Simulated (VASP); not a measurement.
# BaTlBr3 (Pm-3m) in VASP: notebook

The runs below take BaTlBr3 through single point, with HSE06.

All numbers are computed with VASP 6.6.1; they aren't measurements. Logs are shortened: lines on timing, memory, paths and dates and some standing lists are left out, and cuts for length are marked.

## 1. The cell of the first run

Symmetry: Pm-3m, No. 221, cubic system. The conventional cell has a = 6.229 Å, b = 6.229 Å, c = 6.229 Å, α = 90.00°, β = 90.00°, γ = 90.00°. Tl (site symmetry m-3m) has 12 Br at 4.40 Å and 8 Ba at 5.39 Å within 5.8 Å. Within 4.1 Å of Ba (site symmetry m-3m) lie 6 Br at 3.11 Å. Br (site symmetry 4/mmm) has 2 Ba at 3.11 Å within 4.1 Å.

## 2. Single point, HSE06

POSCAR reads:

```
BaTlBr3
1.0
    6.2293863489      0.0000000000      0.0000000000
    0.0000000000      6.2293863489      0.0000000000
    0.0000000000      0.0000000000      6.2293863489
Tl Ba Br
1 1 3
Direct
    0.0000000000      0.0000000000      0.0000000000
    0.5000000000      0.5000000000      0.5000000000
    0.5000000000      0.5000000000      0.0000000000
    0.5000000000      0.0000000000      0.5000000000
    0.0000000000      0.5000000000      0.5000000000
```

INCAR.step1 reads:

```
SYSTEM = BaTlBr3
PREC = Accurate
ENCUT = 520
EDIFF = 1E-5
ISMEAR = 0
SIGMA = 0.01
LREAL = .False.
LASPH = .True.
NELM = 100
ALGO = Normal
ISIF = 2
LWAVE = .True.
LCHARG = .False.
NBANDS = 30
GGA = PE
```

INCAR.step2 reads:

```
SYSTEM = BaTlBr3
PREC = Accurate
ENCUT = 520
EDIFF = 1E-6
ISMEAR = 0
SIGMA = 0.01
LREAL = .False.
LASPH = .True.
NELM = 100
ALGO = Normal
ISIF = 2
LWAVE = .False.
LCHARG = .False.
GGA = PE
LHFCALC = .True.
HFSCREEN = 0.2079
PRECFOCK = Fast
NBANDS = 30
ISTART = 1
```

KPOINTS reads:

```
regular mesh
0
Gamma
  2 2 2
  0 0 0
```

Potentials or basis: VASP PAW PBE potentials, release 64 (Tl_d, Ba_sv, Br).

The run is started by

```console
$ cat potpaw_PBE.64/Tl_d/POTCAR potpaw_PBE.64/Ba_sv/POTCAR potpaw_PBE.64/Br/POTCAR > POTCAR
$ cp INCAR.step1 INCAR
$ mpirun -np 1 vasp_std > vasp.out
$ cp INCAR.step2 INCAR
$ mpirun -np 1 vasp_std > vasp.out
```

OUTCAR:

```text
SYSTEM = BaTlBr3
   PREC = Accurate
   ENCUT = 520
   EDIFF = 1E-6
   ISMEAR = 0
   LREAL = .False.
   LASPH = .True.
   NELM = 100
   ISIF = 2
   GGA = PE
   LHFCALC = .True.
   HFSCREEN = 0.2079
   PRECFOCK = Fast
   ISTART = 1

 ion  position               nearest neighbor table
   1  0.000  0.000  0.000-
   2  0.500  0.500  0.500-   3 3.11   4 3.11   5 3.11   3 3.11   4 3.11   5 3.11
   3  0.500  0.500  0.000-   2 3.11   2 3.11
   4  0.500  0.000  0.500-   2 3.11   2 3.11
   5  0.000  0.500  0.500-   2 3.11   2 3.11

  LATTYP: Found a simple cubic cell.
 ALAT       =     6.2293863489

  Lattice vectors:

 A1 = (   6.2293863489,   0.0000000000,   0.0000000000)
 A2 = (   0.0000000000,   6.2293863489,   0.0000000000)
 A3 = (   0.0000000000,   0.0000000000,   6.2293863489)

Analysis of symmetry for initial positions (statically):
=====================================================================
 Subroutine PRICEL returns:
 Original cell was already a primitive cell.

 Routine SETGRP: Setting up the symmetry group for a
 simple cubic supercell.

 Subroutine GETGRP returns: Found 48 space group operations
 (whereof 48 operations were pure point group operations)
 out of a pool of 48 trial point group operations.

The static configuration has the point symmetry O_h .

Analysis of symmetry for dynamics (positions and initial velocities):
=====================================================================
 Subroutine PRICEL returns:
 Original cell was already a primitive cell.

 Routine SETGRP: Setting up the symmetry group for a
 simple cubic supercell.

 Subroutine GETGRP returns: Found 48 space group operations
 (whereof 48 operations were pure point group operations)
 out of a pool of 48 trial point group operations.

The dynamic configuration has the point symmetry O_h .

 Subroutine INISYM returns: Found 48 space group operations
 (whereof 48 operations are pure point group operations),
 and found     1 'primitive' translations

----------------------------------------------------------------------------------------

                                     Primitive cell

[... 79 lines left out ...]
   IBRION =     -1    ionic relax: 0-MD 1-quasi-New 2-CG
   NFREE  =      0    steps in history (QN), initial steepest desc. (CG)
   ISIF   =      2    stress and relaxation
   ISYM   =      3    0-nonsym 1-usesym 2-fastsym
   POTIM  = 0.5000    time-step for ionic-motion
   TEBEG  =    0.0;   TEEND  =   0.0 temperature during run
   PSTRESS=    0.0 pullay stress
   NELECT =      44.0000    total number of electrons
   NUPDOWN=      -1.0000    fix difference up-down
   EMIN   =  10.00;   EMAX   =-10.00  energy-range for DOS
   EFERMI =   0.00;   METHOD = LEGACY
   ISMEAR =     0;   SIGMA  =   0.01  broadening in eV -4-tet -1-fermi 0-gaus
   EFERMI_NEDOS =   21; number of points for ismear=-14 and -15
   IALGO  =     38    algorithm
   IMIX   =      1    mixing-type and parameters
     AMIX     =   0.40;   BMIX     =  1.00
     AMIX_MAG =   1.60;   BMIX_MAG =  1.00
  volume/ion in A,a.u.               =      48.35       326.26
  Fermi-wavevector in a.u.,A,eV,Ry     =   0.927785  1.753259 11.711679  0.860784
  Thomas-Fermi vector in A             =   2.053891
   LORBIT       =      0    0 simple, 1 ext, 2 COOP (PROOUT), +10 PAW based schemes
   GGA     = PE    functional components
   LHFCALC =     T    Hartree Fock is set to
   PRECFOCK=fast      Normal, Fast or Accurate (Low or Medium for compatibility)
   ENCUT4O =  -1.0   cutoff for four orbital integrals eV
   NKREDX  =     1    reduce k-point grid by
   NKREDY  =     1    reduce k-point grid by
   NKREDZ  =     1    reduce k-point grid by
   AEXX    =    0.2500 exact exchange contribution
   HFSCREEN=    0.2079 screening length (either q_TF or 0.3 A-1)
   HFSCREENC=   0.2079 screening length for correlation (either q_TF or 0.3 A-1)
   ENCUTFOCK=  -1.0 apply spherical cutoff to Coloumb kernel
   IVDW    =     0    specifies the selected vdW correction
   LEPSILON=     F    determine dielectric tensor
   LRPA    =     F    only Hartree local field effects (RPA)
 non-spin polarized calculation
 Gauss-broadening in eV      SIGMA  =   0.01
  energy-cutoff  :      520.00
  volume of cell :      241.73
 maximum number of plane-waves:      6619
 NGX is ok and might be reduce to    48
  NGX = 28; NGY = 28; NGZ = 28

 number of electron      44.0000000 magnetization

 Free energy of the ion-electron system (eV)
  ---------------------------------------------------
  ext. energy  EPLUGINS =         0.00000000
  ---------------------------------------------------
  free energy    TOTEN  =       -19.25945841 eV

  energy without entropy =      -19.25945841  energy(sigma->0) =      -19.25945841

 E-fermi :  -2.0177     XC(G=0):  -5.7812

 val. band max:       -2.1466617502   @ k =   0.5000   0.5000   0.5000
 cond. band min:       1.9007288064   @ k =   0.5000   0.0000   0.0000
 fundamental gap:      4.0473905566
 Fermi energy:        -2.0176592240

 k-point     1 :       0.0000    0.0000    0.0000
  band No.  band energies     occupation
      1     -29.0656      2.00000
      2     -15.6886      2.00000
      3     -15.6028      2.00000
      4     -15.6028      2.00000
      5     -13.8939      2.00000
      6     -13.8939      2.00000
[... 121 lines left out ...]
     29       6.3851      0.00000
     30       6.3851      0.00000

------------------------ aborting loop because EDIFF is reached ----------------------------------------

  FORCE on cell =-STRESS in cart. coord.  units (eV):
  Direction    XX          YY          ZZ          XY          YZ          ZX
  --------------------------------------------------------------------------------------
  -------------------------------------------------------------------------------------
  Total        1.0009597      1.0009597      1.0009597     -0.0000000     -0.0000000      0.0000000
  in kB        6.6342430      6.6342430      6.6342430     -0.0000000     -0.0000000      0.0000000
  external PRESSURE =       6.6342430 kB  Pullay stress =       0.0000000 kB

 VOLUME and BASIS-vectors are now :
 -----------------------------------------------------------------------------
  energy-cutoff  :      520.00
  volume of cell :      241.73
      direct lattice vectors                 reciprocal lattice vectors
     6.229386349  0.000000000  0.000000000     0.160529456  0.000000000  0.000000000
     0.000000000  6.229386349  0.000000000     0.000000000  0.160529456  0.000000000
     0.000000000  0.000000000  6.229386349     0.000000000  0.000000000  0.160529456

 POSITION                                       TOTAL-FORCE (eV/Angst)
 -----------------------------------------------------------------------------------
      0.00000      0.00000      0.00000         0.000000      0.000000      0.000000
      3.11469      3.11469      3.11469         0.000000      0.000000      0.000000
      3.11469      3.11469      0.00000         0.000000      0.000000      0.000000
      3.11469      0.00000      3.11469         0.000000      0.000000      0.000000
      0.00000      3.11469      3.11469         0.000000      0.000000      0.000000
 -----------------------------------------------------------------------------------
    total drift:                               -0.000022      0.000017     -0.000004

  FREE ENERGIE OF THE ION-ELECTRON SYSTEM (eV)
  ---------------------------------------------------
  free  energy   TOTEN  =       -19.2594584144 eV

  energy  without entropy=      -19.2594584144  energy(sigma->0) =      -19.25945841
```

OUTCAR.step1:

```text
SYSTEM = BaTlBr3
   PREC = Accurate
   ENCUT = 520
   EDIFF = 1E-5
   ISMEAR = 0
   LREAL = .False.
   LASPH = .True.
   NELM = 100
[... 341 lines left out ...]
      3.11469      3.11469      0.00000         0.000000      0.000000      0.000000
      3.11469      0.00000      3.11469         0.000000      0.000000      0.000000
      0.00000      3.11469      3.11469         0.000000      0.000000      0.000000
 -----------------------------------------------------------------------------------
    total drift:                                0.000000     -0.000000     -0.000000

  FREE ENERGIE OF THE ION-ELECTRON SYSTEM (eV)
  ---------------------------------------------------
  free  energy   TOTEN  =       -16.4095758389 eV

  energy  without entropy=      -16.4095758389  energy(sigma->0) =      -16.40957584
```

Wall time 2.7 min (1 thread of Intel Xeon 6975P-C (Granite Rapids), shared host); peak memory 0.45 GiB.

What came out:

```
Free energy            : -19.2595 eV
Pressure               : 0.7 GPa
Band gap on the k mesh : 4.05 eV (least direct gap 4.25 eV)
```

Caveat: the k points lie up to 0.50 Å⁻¹ apart; the PAW data sets were made with another functional, which shifts forces and pressure a little; spin-orbit coupling is left out, which moves the levels of the heavy elements.

## 3. Single point, HSE06 (strain +5.0%)

Edit POSCAR of step 2 so:

```diff
@@ -2,5 +2,5 @@
 1.0
-    6.2293863489      0.0000000000      0.0000000000
-    0.0000000000      6.2293863489      0.0000000000
-    0.0000000000      0.0000000000      6.2293863489
+    6.5408556663      0.0000000000      0.0000000000
+    0.0000000000      6.5408556663      0.0000000000
+    0.0000000000      0.0000000000      6.5408556663
 Tl Ba Br
```

INCAR.step1 reads:

```
ALGO = Normal
EDIFF = 1E-5
ENCUT = 520
GGA = PE
ISIF = 2
ISMEAR = 0
LASPH = True
LCHARG = False
LREAL = False
LWAVE = True
NBANDS = 30
NELM = 60
PREC = Accurate
SIGMA = 0.01
```

INCAR.step2 reads:

```
ALGO = Normal
EDIFF = 1E-7
ENCUT = 520
GGA = PE
HFSCREEN = 0.2079
ISIF = 2
ISMEAR = 0
ISTART = 1
LASPH = True
LCHARG = False
LHFCALC = True
LREAL = False
LWAVE = False
NBANDS = 30
NELM = 60
PREC = Accurate
PRECFOCK = Fast
SIGMA = 0.01
```

KPOINTS reads:

```
k-points
0
Gamma
  2 2 2
```

Potentials or basis: VASP PAW PBE potentials, release 64 (Tl_d, Ba_sv, Br).

The run is started by

```console
$ cat potpaw_PBE.64/Tl_d/POTCAR potpaw_PBE.64/Ba_sv/POTCAR potpaw_PBE.64/Br/POTCAR > POTCAR
$ cp INCAR.step1 INCAR
$ mpirun -np 1 vasp_std > vasp.out
$ cp INCAR.step2 INCAR
$ mpirun -np 1 vasp_std > vasp.out
```

OUTCAR:

```text
EDIFF = 1E-7
   ENCUT = 520
   GGA = PE
   HFSCREEN = 0.2079
   ISIF = 2
   ISMEAR = 0
   ISTART = 1
   LASPH = True
   LHFCALC = True
   LREAL = False
   NELM = 60
   PREC = Accurate
   PRECFOCK = Fast

 ion  position               nearest neighbor table
   1  0.000  0.000  0.000-
   2  0.500  0.500  0.500-   3 3.27   4 3.27   5 3.27   3 3.27   4 3.27   5 3.27
   3  0.500  0.500  0.000-   2 3.27   2 3.27
   4  0.500  0.000  0.500-   2 3.27   2 3.27
   5  0.000  0.500  0.500-   2 3.27   2 3.27

  LATTYP: Found a simple cubic cell.
 ALAT       =     6.5408556663

  Lattice vectors:

 A1 = (   6.5408556663,   0.0000000000,   0.0000000000)
 A2 = (   0.0000000000,   6.5408556663,   0.0000000000)
 A3 = (   0.0000000000,   0.0000000000,   6.5408556663)

Analysis of symmetry for initial positions (statically):
=====================================================================
 Subroutine PRICEL returns:
 Original cell was already a primitive cell.

[... 160 lines left out ...]

  energy without entropy =      -19.16067248  energy(sigma->0) =      -19.16067248

 E-fermi :  -2.5460     XC(G=0):  -5.3461

 val. band max:       -2.6698024270   @ k =   0.5000   0.5000   0.5000
 cond. band min:       1.2159560845   @ k =   0.5000   0.0000   0.0000
 fundamental gap:      3.8857585115
 Fermi energy:        -2.5460439052

 k-point     1 :       0.0000    0.0000    0.0000
  band No.  band energies     occupation
      1     -30.1735      2.00000
      2     -16.0503      2.00000
      3     -15.9824      2.00000
      4     -15.9824      2.00000
      5     -14.7682      2.00000
      6     -14.7682      2.00000
[... 121 lines left out ...]
     29       5.1982      0.00000
     30       5.1982      0.00000

------------------------ aborting loop because EDIFF is reached ----------------------------------------

  FORCE on cell =-STRESS in cart. coord.  units (eV):
  Direction    XX          YY          ZZ          XY          YZ          ZX
  --------------------------------------------------------------------------------------
  -------------------------------------------------------------------------------------
  Total       -2.1686893     -2.1686893     -2.1686893      0.0000000      0.0000000     -0.0000000
  in kB      -12.4166440    -12.4166440    -12.4166440      0.0000000      0.0000000     -0.0000000
  external PRESSURE =     -12.4166440 kB  Pullay stress =       0.0000000 kB

 VOLUME and BASIS-vectors are now :
 -----------------------------------------------------------------------------
  energy-cutoff  :      520.00
  volume of cell :      279.84
      direct lattice vectors                 reciprocal lattice vectors
     6.540855666  0.000000000  0.000000000     0.152885196  0.000000000  0.000000000
     0.000000000  6.540855666  0.000000000     0.000000000  0.152885196  0.000000000
     0.000000000  0.000000000  6.540855666     0.000000000  0.000000000  0.152885196

 POSITION                                       TOTAL-FORCE (eV/Angst)
 -----------------------------------------------------------------------------------
      0.00000      0.00000      0.00000         0.000000      0.000000      0.000000
      3.27043      3.27043      3.27043         0.000000      0.000000      0.000000
      3.27043      3.27043      0.00000         0.000000      0.000000      0.000000
      3.27043      0.00000      3.27043         0.000000      0.000000      0.000000
      0.00000      3.27043      3.27043         0.000000      0.000000      0.000000
 -----------------------------------------------------------------------------------
    total drift:                               -0.000001     -0.000001     -0.000001

  FREE ENERGIE OF THE ION-ELECTRON SYSTEM (eV)
  ---------------------------------------------------
  free  energy   TOTEN  =       -19.1606724802 eV

  energy  without entropy=      -19.1606724802  energy(sigma->0) =      -19.16067248
```

OSZICAR.step1:

```text
N       E                     dE             d eps       ncg     rms          rms(c)
DAV:   1     0.309319486911E+03    0.30932E+03   -0.17973E+04   240   0.118E+03
DAV:   2     0.116399287139E+02   -0.29768E+03   -0.28817E+03   326   0.233E+02
DAV:   3    -0.172709056289E+02   -0.28911E+02   -0.28777E+02   312   0.735E+01
DAV:   4    -0.179614274521E+02   -0.69052E+00   -0.68911E+00   322   0.108E+01
DAV:   5    -0.179810294712E+02   -0.19602E-01   -0.19600E-01   332   0.162E+00    0.433E+00
DAV:   6    -0.168545205726E+02    0.11265E+01   -0.15476E+00   278   0.401E+00    0.278E+00
DAV:   7    -0.164381311209E+02    0.41639E+00   -0.10918E+00   272   0.312E+00    0.130E+00
DAV:   8    -0.163590315880E+02    0.79100E-01   -0.15564E-01   270   0.175E+00    0.373E-01
DAV:   9    -0.163516801882E+02    0.73514E-02   -0.50360E-02   284   0.753E-01    0.290E-01
DAV:  10    -0.163528928659E+02   -0.12127E-02   -0.45671E-03   280   0.291E-01    0.488E-02
DAV:  11    -0.163530586209E+02   -0.16576E-03   -0.78625E-04   296   0.115E-01    0.360E-02
DAV:  12    -0.163531254271E+02   -0.66806E-04   -0.12510E-04   276   0.468E-02    0.108E-02
DAV:  13    -0.163531294408E+02   -0.40137E-05   -0.39644E-05   256   0.236E-02
   1 F= -.16353129E+02 E0= -.16353129E+02  d E =-.150862E-42
```

Run time: 3.4 min. Hardware: 1 thread of Intel Xeon 6975P-C (Granite Rapids), shared host; peak memory 0.48 GiB.

Results:

| Quantity | Value |
| --- | --- |
| Free energy | -19.1607 eV |
| Pressure | -1.2 GPa |
| Band gap on the k mesh | 3.89 eV (least direct gap 4.12 eV) |

Caveat: the k points lie up to 0.48 Å⁻¹ apart; the cell differs from its parent crystal (strain +5.0%); the PAW data sets were made with another functional, which shifts forces and pressure a little; spin-orbit coupling is left out, which moves the levels of the heavy elements. A k mesh can miss the band edges.
